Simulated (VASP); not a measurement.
Wanted: the native input for a VASP 6.6.1 run.

| Item | Value |
| --- | --- |
| Task | single point |
| Functional | r2SCAN |
| Potentials or basis | VASP PAW PBE potentials, release 64 (Be) |
| Cutoff | 520 eV |
| k mesh | 15 × 15 × 8 |
| Occupations | gaussian, width 0.1 eV |
| Spin | no spin polarisation |
| Dipole correction | no |
| Further INCAR settings | ALGO = Normal; EDIFF = 1e-07; NBANDS = 9 |

Be:

```
Be
1.0
     2.28530    0.00000    0.00000
    -1.14265    1.97913    0.00000
     0.00000    0.00000    3.58420
Be
2
Direct
  0.66667 0.33333 0.75000
  0.33333 0.66667 0.25000
```

These files were run (other wordings do the same):

POSCAR

```
Be
1.0
    2.2853000000      0.0000000000      0.0000000000
   -1.1426500000      1.9791278553      0.0000000000
    0.0000000000      0.0000000000      3.5842000000
Be
2
Direct
    0.6666666667      0.3333333333      0.7500000000
    0.3333333333      0.6666666667      0.2500000000
```

INCAR.step1

```
SYSTEM = Be
  PREC = Accurate
  ENCUT = 520
  ISMEAR = 0
  SIGMA = 0.1
  LREAL = .FALSE.
  LASPH = .TRUE.
  NELM = 80
  NBANDS = 9
  GGA = PE
  ALGO = Normal
  EDIFF = 1E-4
  LWAVE = .TRUE.
  LCHARG = .FALSE.
```

INCAR.step2

```
SYSTEM = Be
  PREC = Accurate
  ENCUT = 520
  EDIFF = 1E-7
  ISMEAR = 0
  SIGMA = 0.1
  LREAL = .FALSE.
  LASPH = .TRUE.
  NELM = 80
  ALGO = Normal
  ISIF = 2
  LWAVE = .FALSE.
  LCHARG = .FALSE.
  METAGGA = R2SCAN
  LMIXTAU = .TRUE.
  NBANDS = 9
  ISTART = 1
```

KPOINTS

```
regular mesh
0
G
  15 15 8
  0 0 0
```

Potentials or basis: VASP PAW PBE potentials, release 64 (Be).

Command:

```bash
$ cat potpaw_PBE.64/Be/POTCAR > POTCAR
$ cp INCAR.step1 INCAR
$ mpirun -np 1 vasp_std > vasp.out
$ cp INCAR.step2 INCAR
$ mpirun -np 1 vasp_std > vasp.out
```

It gave:

```yaml
Pressure: -2.8 GPa
Band_gap_on_the_k_mesh: zero (band 2 reaches 7.69 eV, above the bottom of band 3 at 5.80 eV)
```

Caveat: the PAW data sets were made with another functional, which shifts forces and pressure a little.

Wall time 53 s on 1 thread of AMD EPYC 7R13 Processor (Zen 3), with other jobs on the host, peak memory 0.1 GiB.
